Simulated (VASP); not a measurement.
# B8N7 (a cell with a defect) in VASP: further runs, part 2 of 2

VASP 6.6.1. Earlier steps stand in the parts before.

**4. Single point, PBE**

INCAR

```
PREC = Accurate ; ENCUT = 520
EDIFF = 1E-7 ; ISMEAR = 0
SIGMA = 0.05 ; LREAL = Auto
LASPH = True ; NELM = 100
ALGO = Normal ; ISIF = 2
LWAVE = False ; LCHARG = False
GGA = PE ; NBANDS = 42
NELECT = 56.0
```

KPOINTS

```
Automatic mesh
0
Gamma
  6 6 6
```

POSCAR

```
B8N7
1.0
   -1.2770455854     -2.2119078376     -4.2240394007
   -1.2770455854     -2.2119078376      4.2240394007
   -2.5540911709      4.4238156750      0.0000000000
B N
8 7
Direct
    0.6667526990      0.6665806343      0.8333333333
    0.6667526990      0.6665806343      0.3333333333
    0.1667526990      0.1665806343      0.8333333333
    0.1667526990      0.1665806343      0.3333333333
    0.0834193657      0.5832473010      0.1666666667
    0.0834193657      0.5832473010      0.6666666667
    0.5834193657      0.0832473010      0.1666666667
    0.5834193657      0.0832473010      0.6666666667
    0.7354048037      0.3605768683      0.3989954180
    0.3540806343      0.9792526990      0.8333333333
    0.3540806343      0.9792526990      0.3333333333
    0.2707473010      0.3959193657      0.1666666667
    0.2707473010      0.3959193657      0.6666666667
    0.7707473010      0.8959193657      0.1666666667
    0.7707473010      0.8959193657      0.6666666667
```

Potentials or basis: VASP PAW PBE potentials, release 64 (B, N).

Launch:

```
$ cat potpaw_PBE.64/B/POTCAR potpaw_PBE.64/N/POTCAR > POTCAR
$ mpirun -np 1 vasp_std > vasp.out
```

OUTCAR:

```text
PREC = Accurate
   ENCUT = 520
   EDIFF = 1E-7
   ISMEAR = 0
   LREAL = Auto
   LASPH = True
   NELM = 100
   ISIF = 2
   GGA = PE
   NELECT = 56.0

 ion  position               nearest neighbor table
   1  0.667  0.667  0.833-  15 1.57  13 1.57  14 1.57
   2  0.667  0.667  0.333-  14 1.57  12 1.57  15 1.57   9 1.79
   3  0.167  0.167  0.833-  13 1.57  15 1.57  12 1.57  10 1.58
   4  0.167  0.167  0.333-  12 1.57  14 1.57  13 1.57  11 1.58
   5  0.083  0.583  0.167-  11 1.57  12 1.58
   6  0.083  0.583  0.667-   9 1.51  10 1.57  13 1.58
   7  0.583  0.083  0.167-   9 1.26  11 1.57  10 1.57  14 1.58
   8  0.583  0.083  0.667-  10 1.57  11 1.57  15 1.58
   9  0.735  0.361  0.399-   7 1.26   6 1.51   2 1.79
  10  0.354  0.979  0.833-   8 1.57   6 1.57   7 1.57   3 1.58
  11  0.354  0.979  0.333-   7 1.57   5 1.57   8 1.57   4 1.58
  12  0.271  0.396  0.167-   4 1.57   2 1.57   3 1.57   5 1.58
  13  0.271  0.396  0.667-   3 1.57   1 1.57   4 1.57   6 1.58
  14  0.771  0.896  0.167-   2 1.57   4 1.57   1 1.57   7 1.58
  15  0.771  0.896  0.667-   1 1.57   3 1.57   2 1.57   8 1.58

  LATTYP: Found a face centered orthorhombic cell.
 ALAT       =     5.1081823418
 B/A-ratio  =     1.6538326622
 C/A-ratio  =     1.7320508075

  Lattice vectors:

 A1 = (  -3.8311367563,   2.2119078374,   4.2240394007)
 A2 = (  -5.1081823417,  -0.0000000002,   0.0000000000)
 A3 = (  -1.2770455854,  -2.2119078376,   4.2240394007)

Analysis of symmetry for initial positions (statically):
=====================================================================
 Subroutine PRICEL returns:
 Original cell was already a primitive cell.

 Routine SETGRP: Setting up the symmetry group for a
 face centered orthorhombic supercell.

 Subroutine GETGRP returns: Found  1 space group operations
 (whereof  1 operations were pure point group operations)
 out of a pool of  8 trial point group operations.

The static configuration has the point symmetry C_1 .

Analysis of symmetry for dynamics (positions and initial velocities):
=====================================================================
 Subroutine PRICEL returns:
 Original cell was already a primitive cell.

 Routine SETGRP: Setting up the symmetry group for a
 face centered orthorhombic supercell.

 Subroutine GETGRP returns: Found  1 space group operations
 (whereof  1 operations were pure point group operations)
 out of a pool of  8 trial point group operations.

The dynamic configuration has the point symmetry C_1 .

 Subroutine INISYM returns: Found  1 space group operations
 (whereof  1 operations are pure point group operations),
 and found     1 'primitive' translations

----------------------------------------------------------------------------------------

                                     Primitive cell

  volume of cell :      95.4534

  direct lattice vectors                    reciprocal lattice vectors
    -1.277045585 -2.211907838 -4.224039401    -0.195764351 -0.113024601 -0.118370108
    -1.277045585 -2.211907838  4.224039401    -0.195764351 -0.113024601  0.118370108
[... 98 lines left out ...]
   ions per type =               8   7
   NGX,Y,Z   is equivalent  to a cutoff of  13.47, 13.47, 13.02 a.u.
   NGXF,Y,Z  is equivalent  to a cutoff of  26.94, 26.94, 26.04 a.u.
 SYSTEM =  unknown system
   PREC   = accura    normal or accurate (medium, high low for compatibility)
   ISTART =      0    job   : 0-new  1-cont  2-samecut
   ICHARG =      2    charge: 1-file 2-atom 10-const
   ISPIN  =      1    spin polarized calculation?
   LNONCOLLINEAR =      F non collinear calculations
   LSORBIT =      F    spin-orbit coupling
   LASPH  =      T    aspherical Exc in radial PAW
   ENCUT  =  520.0 eV  38.22 Ry    6.18 a.u.   9.18  9.18  9.50*2*pi/ulx,y,z
   NELM   =    100;   NELMIN=  2; NELMDL= -5     # of ELM steps
   EDIFF  = 0.1E-06   stopping-criterion for ELM
   LREAL  =      T    real-space projection
   EDIFFG = 0.1E-05   stopping-criterion for IOM
   NSW    =      0    number of steps for IOM
   IBRION =     -1    ionic relax: 0-MD 1-quasi-New 2-CG
   NFREE  =      0    steps in history (QN), initial steepest desc. (CG)
   ISIF   =      2    stress and relaxation
   ISYM   =      2    0-nonsym 1-usesym 2-fastsym
   POTIM  = 0.5000    time-step for ionic-motion
   TEBEG  =    0.0;   TEEND  =   0.0 temperature during run
   PSTRESS=    0.0 pullay stress
   NELECT =      56.0000    total number of electrons
   NUPDOWN=      -1.0000    fix difference up-down
   EMIN   =  10.00;   EMAX   =-10.00  energy-range for DOS
   EFERMI =   0.00;   METHOD = LEGACY
   ISMEAR =     0;   SIGMA  =   0.05  broadening in eV -4-tet -1-fermi 0-gaus
   EFERMI_NEDOS =   21; number of points for ismear=-14 and -15
   IALGO  =     38    algorithm
   IMIX   =      4    mixing-type and parameters
     AMIX     =   0.40;   BMIX     =  1.00
     AMIX_MAG =   1.60;   BMIX_MAG =  1.00
  volume/ion in A,a.u.               =       6.36        42.94
  Fermi-wavevector in a.u.,A,eV,Ry     =   1.370483  2.589838 25.554792  1.878224
  Thomas-Fermi vector in A             =   2.496265
   LORBIT       =      0    0 simple, 1 ext, 2 COOP (PROOUT), +10 PAW based schemes
   GGA     = PE    functional components
   LHFCALC =     F    Hartree Fock is set to
   AEXX    =    0.0000 exact exchange contribution
   IVDW    =     0    specifies the selected vdW correction
   LEPSILON=     F    determine dielectric tensor
   LRPA    =     F    only Hartree local field effects (RPA)
 non-spin polarized calculation
 Gauss-broadening in eV      SIGMA  =   0.05
  energy-cutoff  :      520.00
  volume of cell :       95.45
 maximum number of plane-waves:      2616
 NGX is ok and might be reduce to    40
   NGX = 19   NGY = 19   NGZ = 19

 number of electron      56.0000003 magnetization

 Free energy of the ion-electron system (eV)
  ---------------------------------------------------
  ext. energy  EPLUGINS =         0.00000000
  ---------------------------------------------------
  free energy    TOTEN  =      -139.79220103 eV

  energy without entropy =     -139.78932069  energy(sigma->0) =     -139.79076086

 E-fermi :   5.9308     XC(G=0): -12.1640

 val. band max:        5.9107663935   @ k =   0.5000   0.1667  -0.1667
 cond. band min:       5.9580837106   @ k =   0.1667   0.0000   0.0000
 fundamental gap:      0.0473173171
 Fermi energy:         5.9308235554

 k-point     1 :       0.0000    0.0000    0.0000
  band No.  band energies     occupation
      1     -13.6069      2.00000
      2     -10.5876      2.00000
      3      -9.0027      2.00000
      4      -8.8154      2.00000
      5      -8.3797      2.00000
      6      -8.2309      2.00000
[... 1021 lines left out ...]
     39      15.5805      0.00000
     40      16.4451      0.00000

 [... further k-points ...]

 [bands above 40 left out]

------------------------ aborting loop because EDIFF is reached ----------------------------------------

  FORCE on cell =-STRESS in cart. coord.  units (eV):
  Direction    XX          YY          ZZ          XY          YZ          ZX
  --------------------------------------------------------------------------------------
  -------------------------------------------------------------------------------------
  Total      -24.1453279    -31.0834842    -35.2732905     -0.9305727      3.5247891     -5.0448711
  in kB     -405.2773331   -521.7337140   -592.0592661    -15.6195856     59.1632943    -84.6777450
  external PRESSURE =    -506.3567711 kB  Pullay stress =       0.0000000 kB

 VOLUME and BASIS-vectors are now :
 -----------------------------------------------------------------------------
  energy-cutoff  :      520.00
  volume of cell :       95.45
      direct lattice vectors                 reciprocal lattice vectors
    -1.277045585 -2.211907838 -4.224039401    -0.195764351 -0.113024601 -0.118370108
    -1.277045585 -2.211907838  4.224039401    -0.195764351 -0.113024601  0.118370108
    -2.554091171  4.423815675  0.000000000    -0.195764351  0.113024601  0.000000000

 POSITION                                       TOTAL-FORCE (eV/Angst)
 -----------------------------------------------------------------------------------
     -3.83114      0.73730     -0.00073        -0.273961      0.347420      4.093640
     -2.55409     -1.47461     -0.00073        -0.132509      1.918289      1.624546
     -2.55409      2.94921     -0.00073         0.347233     -0.092785      0.179614
     -1.27705      0.73730     -0.00073         0.316964      0.433713      0.909247
     -1.27705     -0.73730      2.11129        -1.445507     -1.958127     -3.380555
     -2.55409      1.47461      2.11129        -0.388441     -0.925760     -2.636964
     -1.27705     -0.73730     -2.11275        10.429130     -0.052113     -6.029301
     -2.55409      1.47461     -2.11275         2.019177      2.676733     -2.051935
     -2.41869     -0.65913     -1.58329       -12.752815     -6.336789      5.008534
     -3.83114      0.73730      2.64075        -0.143210     -0.126391      1.182694
     -2.55409     -1.47461      2.64075         1.610623      3.958959      1.987789
     -1.27705     -0.73730      0.52873         0.960411      0.515565      2.730296
     -2.55409      1.47461      0.52873        -0.588455      0.023804     -0.437068
     -2.55409     -2.94921      0.52873         0.688027     -0.018059     -2.965518
     -3.83114     -0.73730      0.52873        -0.646665     -0.364459     -0.215018
 -----------------------------------------------------------------------------------
    total drift:                               -0.001269      0.001169      0.003531

  FREE ENERGIE OF THE ION-ELECTRON SYSTEM (eV)
  ---------------------------------------------------
  free  energy   TOTEN  =      -139.7922010267 eV

  energy  without entropy=     -139.7893206861  energy(sigma->0) =     -139.79076086
```

Run time: 27 min. Hardware: 1 thread of Intel Xeon 8259CL, shared host; peak memory 0.43 GiB.

Results:

| Item | Value |
| --- | --- |
| Free energy | -139.7922 eV |
| Largest force | 15.096 eV/Å |

Forces on the atoms (eV/Å):
```
B    -0.274   0.347   4.094
B    -0.133   1.918   1.625
B     0.347  -0.093   0.180
B     0.317   0.434   0.909
B    -1.446  -1.958  -3.381
B    -0.388  -0.926  -2.637
B    10.429  -0.052  -6.029
B     2.019   2.677  -2.052
N   -12.753  -6.337   5.009
N    -0.143  -0.126   1.183
N     1.611   3.959   1.988
N     0.960   0.516   2.730
N    -0.588   0.024  -0.437
N     0.688  -0.018  -2.966
N    -0.647  -0.364  -0.215
```

Levels at points of the mesh, in eV from the Fermi level:
```
           k point  band 26  band 27  band 28  band 29  band 30  band 31
(0.00, 0.00, 0.00)    -0.42    -0.02     0.22     0.89     3.10     4.93
(0.50, 0.00, 0.00)    -0.92    -0.89    -0.48    -0.04     2.62     4.57
(0.00, 0.50, 0.50)    -1.27    -1.11    -0.36     0.71     3.09     4.31
(0.00, 0.50, 0.00)    -1.31    -0.68    -0.52     0.12     2.77     4.51
(0.50, 0.00, 0.50)    -1.26    -0.98    -0.72     0.92     3.10     4.50
(0.50, 0.50, 0.00)    -0.87     0.08     0.11     0.59     3.15     3.82
(0.00, 0.00, 0.50)    -1.16    -0.89    -0.19     0.98     2.53     4.62
(0.50, 0.50, 0.50)    -1.31    -1.14    -0.17     0.66     2.99     3.59
```

Caveat: the cell carries a net charge on a neutralising background, which shifts energy and pressure; the cell differs from its parent crystal (atoms taken out, atom 9 moved 0.250 of the way to it and +0.525 Å across, host rigid); the cell is charged against a uniform background, so pressure and absolute levels hang on convention.

**5. Single point, PBE**

Edit INCAR of step 4 so:

```diff
@@ -1,3 +1,3 @@
 PREC = Accurate ; ENCUT = 520
-EDIFF = 1E-7 ; ISMEAR = 0
+EDIFF = 1E-6 ; ISMEAR = 0
 SIGMA = 0.05 ; LREAL = Auto
```

KPOINTS is that of step 4.

Edit POSCAR of step 4 so:

```diff
@@ -16,3 +16,3 @@
     0.5834193657      0.0832473010      0.6666666667
-    0.7354048037      0.3605768683      0.3989954180
+    0.7354048037      0.3605768683      0.6489954180
     0.3540806343      0.9792526990      0.8333333333
```

Launch:

```
$ cat potpaw_PBE.64/B/POTCAR potpaw_PBE.64/N/POTCAR > POTCAR
$ mpirun -np 1 vasp_std > vasp.out
```

It took 25 min on 1 thread of Intel Xeon 8259CL, shared host; peak memory 0.43 GiB.

The run converged. Its results:

```yaml
Free_energy: -139.6383 eV
Largest_force: 14.777 eV/Å
```

Forces in eV/Å, atoms in the order of the input:
```
B     2.209  -1.198   1.741
B    -0.557  -0.284   3.888
B     0.462  -0.175   0.502
B     0.084   0.484   0.938
B    -2.336  -0.111  -3.123
B    -0.815   0.108  -2.779
B     3.207   0.445  -1.796
B     4.941   8.880  -6.246
N   -11.659  -7.609   4.952
N    -0.129   0.051   0.970
N     4.199  -0.762   1.994
N     0.265   0.106   0.851
N     0.299  -0.120   1.352
N    -0.520   0.043  -1.344
N     0.349   0.141  -1.899
```

Levels at points of the mesh, in eV from the Fermi level:
```csv
k point,band 26,band 27,band 28,band 29,band 30,band 31
"(0.00, 0.00, 0.00)",-0.17,0.09,0.21,0.84,3.16,4.48
"(0.50, 0.00, 0.00)",-1.11,-0.88,-0.47,-0.15,2.71,4.23
"(0.00, 0.50, 0.50)",-1.23,-0.85,-0.45,0.84,2.43,4.23
"(0.00, 0.50, 0.00)",-1.25,-0.68,-0.56,-0.14,2.47,4.58
"(0.50, 0.00, 0.50)",-1.32,-0.94,-0.26,0.74,2.40,4.33
"(0.50, 0.50, 0.00)",-0.71,0.06,0.10,0.80,2.96,3.44
"(0.00, 0.00, 0.50)",-1.34,-0.60,0.42,0.57,3.11,4.99
"(0.50, 0.50, 0.50)",-1.57,-1.35,-1.12,0.87,2.96,3.72
```

Caveat: the cell carries a net charge on a neutralising background, which shifts energy and pressure; the cell differs from its parent crystal (atoms taken out, atom 9 moved 0.750 of the way to it and +0.525 Å across, host rigid); the cell is charged against a uniform background, so pressure and absolute levels hang on convention.
